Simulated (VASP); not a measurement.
Input of a VASP 6.6.1 run:

Contents of INCAR:

```
  ALGO = Normal
  EDIFF = 1E-6
  EDIFFG = -0.04
  ENCUT = 600
  GGA = PE
  IBRION = 2
  ISIF = 3
  ISMEAR = 0
  LASPH = True
  LCHARG = False
  LREAL = False
  LWAVE = False
  NELM = 100
  NSW = 90
  PREC = Accurate
  SIGMA = 0.1
```

File KPOINTS:

```
k-points
0
Gamma
  8 8 8
```

The input POSCAR:

```
BN
1.0
    0.0000000000      2.7311586800      2.9079228400
    1.3638167500      0.0000000000      2.9079228400
    1.3638167500      2.7311586800      0.0000000000
B N
1 1
Direct
    0.0000000000      0.0000000000      0.0000000000
    0.5000000000      0.5000000000      0.5000000000
```

Potentials or basis: VASP PAW PBE potentials, release 64 (B, N).

The run is started by

```console
$ cat potpaw_PBE.64/B/POTCAR potpaw_PBE.64/N/POTCAR > POTCAR
$ mpirun -np 1 vasp_std > vasp.out
```

Estimate the relaxed volume.

14.68 Å³/atom.

What does it give for the band gap on the k mesh?

3.72 eV, direct.

What does it give for the relaxed cell?

a = 4.732 Å, b = 3.618 Å, c = 3.570 Å, α = 82.35°, β = 49.26°, γ = 48.39°.

Stress tensor (GPa, compression positive):
```
-0.06  0.00  0.00
 0.00 -0.14  0.00
 0.00  0.00  0.22
```

Caveat: the volume moved by over 15 % at a fixed basis, so the end points are rough. Expect the measured gap to be larger: semilocal functionals such as PBE lack the derivative discontinuity.
